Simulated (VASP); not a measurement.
The system is NiO.

```
CELL_PARAMETERS angstrom
0.00000 2.11335 2.11335
2.11335 0.00000 2.11335
2.11335 2.11335 0.00000
ATOMIC_POSITIONS crystal
Ni 0.00000 0.00000 0.00000
O 0.50000 0.50000 0.50000
```

Base run:

| Item | Value |
| --- | --- |
| Program | VASP 6.6.1 |
| Functional | BLYP |
| Dispersion | D4 |
| Potentials or basis | VASP PAW PBE potentials, release 64 (Ni, O) |
| Cutoff | 520 eV |
| k mesh | 11 × 11 × 11 |
| Occupations | fermi-dirac, width 0.05 eV |
| Spin | collinear spin, ferromagnetic start |
| Starting moments | [1.0, 0.0] μB |

Its results: pressure -1.1 GPa; net moment 1.74 μB per cell; site moments Ni +1.43; O +0.27 μB.

Question: The run is repeated on the same cell with these changes: functional from BLYP to r2SCAN. What comes out?

Answer: Pressure -6.6 GPa; net moment 2.00 μB per cell; site moments Ni +1.70; O +0.27 μB.

Caveats: the PAW data sets were made with another functional, which shifts forces and pressure a little; a cell with one magnetic atom can't hold antiferromagnetic order, which such compounds often take; the cell stands under tension (at least some runs).
